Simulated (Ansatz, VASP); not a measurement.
**Two plane-wave programs on PbSe**

```
Pb Se
1.0
     0.00000    3.06623    3.06623
     3.06623    0.00000    3.06623
     3.06623    3.06623    0.00000
Pb Se
1 1
Direct
  0.50000 0.50000 0.50000
  0.00000 0.00000 0.00000
```

Alike in both runs: task single point; functional revPBE; dispersion D4; k mesh 6 × 6 × 6; occupations gaussian, width 0.05 eV; no spin polarisation.

```csv
,VASP,Ansatz
version,VASP 6.6.1,Ansatz 0.2.0
potentials or method,"VASP PAW PBE potentials, release 64 (Pb_d, Se), cutoff 500 eV","scalar-relativistic, plane waves, PAW"
valence electrons in the cell,20,30
```

```tsv
	VASP	Ansatz	Ansatz less VASP
gap on the k mesh at the Fermi level (eV)	0.37	0.37	-0.005
least direct gap on the mesh (eV)	0.37	0.37	-0.005
pressure (GPa)	0.0	0.0	+0.02
```

VASP's potentials were made for PBE, not for revPBE. VASP's potentials hold 20 valence electrons a cell and Ansatz's 30, so a difference there can come from the potentials and not from the codes.

Neither program's run includes spin-orbit coupling.
